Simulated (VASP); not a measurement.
Wanted: the native input for a VASP 6.6.1 run.

| Quantity | Value |
| --- | --- |
| Task | relaxation of cell and atoms |
| Functional | PBEsol |
| Potentials or basis | VASP PAW PBE potentials, release 64 (K_sv, Cl) |
| Cutoff | 600 eV |
| k mesh | 6 × 6 × 6 |
| Occupations | gaussian, width 0.02 eV |
| Spin | no spin polarisation |
| Dipole correction | no |
| Further INCAR settings | ALGO = Normal; EDIFF = 1e-06; IBRION = 2; EDIFFG = -0.005; NSW = 100; ISIF = 3 |

The structure of KCl lies in POSCAR:

```
KCl
1.0
    0.0000000000      3.1561000000      3.1561000000
    3.1561000000      0.0000000000      3.1561000000
    3.1561000000      3.1561000000      0.0000000000
K Cl
1 1
Direct
    0.0000000000      0.0000000000      0.0000000000
    0.5000000000      0.5000000000      0.5000000000
```

One way to write it, as run:

INCAR

```
  PREC = Accurate
  ENCUT = 600
  EDIFF = 1E-6
  ISMEAR = 0
  SIGMA = 0.02
  LREAL = False
  LASPH = True
  NELM = 80
  ALGO = Normal
  ISIF = 3
  LWAVE = False
  LCHARG = False
  GGA = PS
  IBRION = 2
  NSW = 100
  EDIFFG = -0.005
```

KPOINTS

```
Automatic mesh
0
Gamma
  6 6 6
```

Potentials or basis: VASP PAW PBE potentials, release 64 (K_sv, Cl).

The run is started by

```sh
$ cat potpaw_PBE.64/K_sv/POTCAR potpaw_PBE.64/Cl/POTCAR > POTCAR
$ mpirun -np 1 vasp_std > vasp.out
```

Results of the run:

```
Relaxed volume                         : 30.55 Å³/atom
Relaxed cell                           : a = 4.421 Å, b = 4.421 Å, c = 4.421 Å, α = 60.00°, β = 60.00°, γ = 60.00°
Space group after relaxing (to 0.05 Å) : Fm-3m (No. 225)
Energy gained by relaxing              : 1.4 meV/atom
Ionic steps                            : 4
Pressure after relaxing                : 0.0 GPa
Band gap on the k mesh                 : 5.08 eV, direct
```

Caveat: the PAW data sets were made with another functional, which shifts forces and pressure a little.

It took 50 s on 1 thread of AMD EPYC 7R43 64-Core Processor (Zen 3) (shared host), peak memory 0.18 GiB.
